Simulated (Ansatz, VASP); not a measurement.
**Two plane-wave programs on Ge**

```xyz
1
Lattice="1.3971 -2.6005 0.0000 1.3971 2.6005 0.0000 0.0000 0.0000 2.6982" Properties=species:S:1:pos:R:3 pbc="T T T"
Ge    1.3971    0.0000    0.0000
```

Alike in both runs: task relaxation of cell and atoms; functional PBEsol; dispersion D4; k mesh 11 × 11 × 10; occupations fermi-dirac, width 0.05 eV; no spin polarisation.

|  | VASP | Ansatz |
| --- | --- | --- |
| version | VASP 6.6.1 | Ansatz 0.2.0 |
| potentials or method | VASP PAW PBE potentials, release 64 (Ge_d) | Ansatz PAW |
| plane-wave cutoff (eV) | 600 | 420 |
| valence electrons in the cell | 14 | 14 |

|  | VASP | Ansatz | Ansatz less VASP |
| --- | --- | --- | --- |
| gap on the k mesh at the Fermi level, each at its own relaxed structure (eV) | none | none | - |
| relaxed volume (Å³/atom) | 17.96 | 17.95 | -0.013 |
| relaxed cell length with the largest relative difference (Å) | 2.649 | 2.648 | -0.0004 |

VASP's potentials were made for PBE, not for PBEsol. A gap of «none» marks a metal or a gap that the smearing closes.

Noted on Ansatz's run: the plane-wave basis is chosen anew once the cell has moved, so the energies of steps on either side of that aren't comparable.
